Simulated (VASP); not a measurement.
A run of VASP 6.6.1 is set up as follows.

File POSCAR:

```
Au
1.0
    1.4317897157     -2.5771841200      0.0000000000
    1.4317897157      2.5771841200      0.0000000000
    0.0000000000      0.0000000000      4.9101357023
Au
2
Direct
    0.6638258034      0.3361741966      0.2500000000
    0.3361741966      0.6638258034      0.7500000000
```

Contents of INCAR.step1:

```
ALGO     = Normal         # electronic algorithm
EDIFF    = 1E-4           # SCF threshold, eV
ENCUT    = 520            # plane-wave cutoff, eV
GGA      = PE             # functional
ISMEAR   = 0              # smearing method
LASPH    = True           # aspherical terms in the spheres
LCHARG   = False          # write CHGCAR
LREAL    = False          # projectors in reciprocal space
LWAVE    = True           # write WAVECAR
NBANDS   = 18             # bands
NELM     = 100            # most SCF steps
PREC     = Accurate       # precision mode
SIGMA    = 0.1            # smearing width, eV
```

The input INCAR.step2:

```
ALGO     = Normal         # electronic algorithm
EDIFF    = 1E-6           # SCF threshold, eV
ENCUT    = 520            # plane-wave cutoff, eV
ISIF     = 2              # what is computed and relaxed
ISMEAR   = 0              # smearing method
ISTART   = 1            
LASPH    = True           # aspherical terms in the spheres
LCHARG   = False          # write CHGCAR
LMIXTAU  = True         
LREAL    = False          # projectors in reciprocal space
LWAVE    = False          # write WAVECAR
METAGGA  = R2SCAN         # meta-GGA
NBANDS   = 18             # bands
NELM     = 100            # most SCF steps
PREC     = Accurate       # precision mode
SIGMA    = 0.1            # smearing width, eV
```

File KPOINTS:

```
k-points
0
Gamma
  16 16 10
```

Potentials or basis: VASP PAW PBE potentials, release 64 (Au).

The run is started by

```console
$ cat potpaw_PBE.64/Au/POTCAR > POTCAR
$ cp INCAR.step1 INCAR
$ mpirun -np 1 vasp_std > vasp.out
$ cp INCAR.step2 INCAR
$ mpirun -np 1 vasp_std > vasp.out
```

Question: What does it give for the band gap on the k mesh?

Answer: Zero (bands 11 and 12 overlap by 6.74 eV).

Question: Estimate the pressure.

Answer: -3.9 GPa.

Caveat: the cell stands under tension; the PAW data sets were made with another functional, which shifts forces and pressure a little; spin-orbit coupling is left out, which moves the levels of the heavy elements.
